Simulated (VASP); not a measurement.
SrPr3Hg: single point with PBE

Crystal: SrPr3Hg.

```
Sr Pr Hg
1.0
     5.34274    0.00000    0.00000
     0.00000    5.34274    0.00000
     0.00000    0.00000    5.34274
Sr Pr Hg
1 3 1
Direct
  0.00000 0.00000 0.00000
  0.00000 0.50000 0.50000
  0.50000 0.00000 0.50000
  0.50000 0.50000 0.00000
  0.50000 0.50000 0.50000
```

- Program: VASP 6.6.1
- Task: single point
- Functional: PBE
- Potentials or basis: VASP PAW PBE potentials, release 64 (Sr_sv, Pr, Hg)
- Cutoff: 520 eV
- k mesh: 4 × 4 × 4
- Occupations: gaussian, width 0.1 eV
- Spin: no spin polarisation
- Dipole correction: no
- Further INCAR settings: ALGO = Normal; EDIFF = 1e-06; NBANDS = 38

```
Pressure : 17.4 GPa
```

Levels at points of the mesh, in eV from the Fermi level:
```csv
k point,band 26,band 27,band 28,band 29,band 30,band 31,band 32,band 33,band 34,band 35
"(0.00, 0.00, 0.00)",-0.22,-0.22,-0.22,-0.13,-0.13,-0.13,-0.12,0.11,0.11,0.11
"(0.50, 0.00, 0.00)",-0.34,-0.29,-0.26,-0.26,0.03,0.03,0.03,0.04,0.13,0.13
"(0.50, 0.50, 0.00)",-0.54,-0.22,-0.20,-0.20,-0.20,-0.06,0.02,0.02,0.09,0.17
"(0.50, 0.50, 0.50)",-1.71,0.02,0.02,0.02,0.13,0.13,0.13,0.16,0.16,0.24
```

Run time: 4.3 min on 1 thread of Intel(R) Xeon(R) Platinum 8559C (Emerald Rapids), with other jobs on the host, peak memory 0.28 GiB.

Caveat: spin-orbit coupling is left out, which moves the levels of the heavy elements; without U or exact exchange the open f shell lies at the Fermi level, which spoils levels, moments and volumes. Spin polarisation is off, so any magnetic state and its effect on volume and gap are missing.
